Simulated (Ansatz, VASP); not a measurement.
SnTe: VASP beside Ansatz

Contents of POSCAR:

```
SnTe
1.0
    0.0000000000      3.1893545680      3.1893545680
    3.1893545680      0.0000000000      3.1893545680
    3.1893545680      3.1893545680      0.0000000000
Sn Te
1 1
Direct
    0.0000000000      0.0000000000      0.0000000000
    0.5000000000      0.5000000000      0.5000000000
```

File INCAR.step1:

```
PREC     = Accurate       # precision mode
ENCUT    = 520            # plane-wave cutoff, eV
ISMEAR   = -1             # smearing method
SIGMA    = 0.02           # smearing width, eV
LREAL    = F              # projectors in reciprocal space
LASPH    = T              # aspherical terms in the spheres
NELM     = 80             # most SCF steps
NBANDS   = 17             # bands
GGA      = PE             # functional
ALGO     = Normal         # electronic algorithm
EDIFF    = 1E-4           # SCF threshold, eV
LWAVE    = T              # write WAVECAR
LCHARG   = F              # write CHGCAR
```

Contents of INCAR.step2:

```
PREC     = Accurate       # precision mode
ENCUT    = 520            # plane-wave cutoff, eV
EDIFF    = 1E-6           # SCF threshold, eV
ISMEAR   = -1             # smearing method
SIGMA    = 0.02           # smearing width, eV
LREAL    = F              # projectors in reciprocal space
LASPH    = T              # aspherical terms in the spheres
NELM     = 80             # most SCF steps
ALGO     = Normal         # electronic algorithm
ISIF     = 2              # what is computed and relaxed
LWAVE    = F              # write WAVECAR
LCHARG   = T              # write CHGCAR
METAGGA  = R2SCAN         # meta-GGA
LMIXTAU  = T            
LELF     = T              # ELF
LVHAR    = T            
NBANDS   = 17             # bands
ISTART   = 1
```

KPOINTS

```
regular mesh
0
Gamma
  6 6 6
```

Input for Ansatz:

```yaml
crystal:
  lattice:
    - [0.0, 3.189354568, 3.189354568]
    - [3.189354568, 0.0, 3.189354568]
    - [3.189354568, 3.189354568, 0.0]
  atoms:
    - { symbol: Sn, position: [0.0, 0.0, 0.0] }
    - { symbol: Te, position: [0.5, 0.5, 0.5] }
kpoints:
  mp_grid: { grid: [6, 6, 6] }
hamiltonian:
  xc: r2scan
scf:
  occupations: { method: fermi_dirac, width: 0.02 }
  n_extra_bands: 4
output:
  forces: true
  stress: true
  eigenvalues: true
```

Alike in both runs: task single point; functional r2SCAN; k mesh 6 × 6 × 6; occupations fermi-dirac, width 0.02 eV; no spin polarisation.

```csv
,VASP,Ansatz
version,VASP 6.6.1,Ansatz 0.2.0
potentials or method,"VASP PAW PBE potentials, release 64 (Sn_d, Te)","plane waves, PAW"
plane-wave cutoff (eV),520,500
valence electrons in the cell,20,30
```

|  | VASP | Ansatz | Ansatz less VASP |
| --- | --- | --- | --- |
| pressure (GPa) | 0.0 | 0.0 | -0.01 |

VASP's potentials were made for PBE, not for r2SCAN. VASP's potentials hold 20 valence electrons a cell and Ansatz's 30, so a difference there can come from the potentials and not from the codes.

Neither program's run includes spin-orbit coupling.
